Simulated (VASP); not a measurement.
Set up this calculation in VASP 6.6.1, as the native input.

```
Task                   : single point
Functional             : PBE
Potentials or basis    : VASP PAW PBE potentials, release 64 (Sc_sv, Si)
Cutoff                 : 520 eV
k mesh                 : 8 × 8 × 8
Occupations            : gaussian, width 0.05 eV
Spin                   : no spin polarisation
Dipole correction      : no
Further INCAR settings : ALGO = Normal; EDIFF = 1e-07; NBANDS = 20
```

The structure of ScSi3 lies in POSCAR:

```
ScSi3
1.0
    4.0034960906      0.0000000000      0.0000000000
    0.0000000000      4.0034960906      0.0000000000
    0.0000000000      0.0000000000      4.0034960906
Sc Si
1 3
Direct
    0.0000000000      0.0000000000      0.0000000000
    0.0000000000      0.5000000000      0.5000000000
    0.5000000000      0.5000000000      0.0000000000
    0.5000000000      0.0000000000      0.5000000000
```

One way to write it, as run:

INCAR

```
PREC = Accurate ; ENCUT = 520
EDIFF = 1E-7 ; ISMEAR = 0
SIGMA = 0.05 ; LREAL = F
LASPH = T ; NELM = 60
ALGO = Normal ; ISIF = 2
LWAVE = F ; LCHARG = F
GGA = PE ; NBANDS = 20
```

KPOINTS

```
Automatic mesh
0
Gamma
  8 8 8
```

Potentials or basis: VASP PAW PBE potentials, release 64 (Sc_sv, Si).

Command:

```bash
$ cat potpaw_PBE.64/Sc_sv/POTCAR potpaw_PBE.64/Si/POTCAR > POTCAR
$ mpirun -np 1 vasp_std > vasp.out
```

It gave:

```yaml
Pressure: -2.5 GPa
```

Wall time 26 s on 1 thread of Intel(R) Xeon(R) Platinum 8559C (Emerald Rapids) (shared host), peak memory 0.18 GiB.
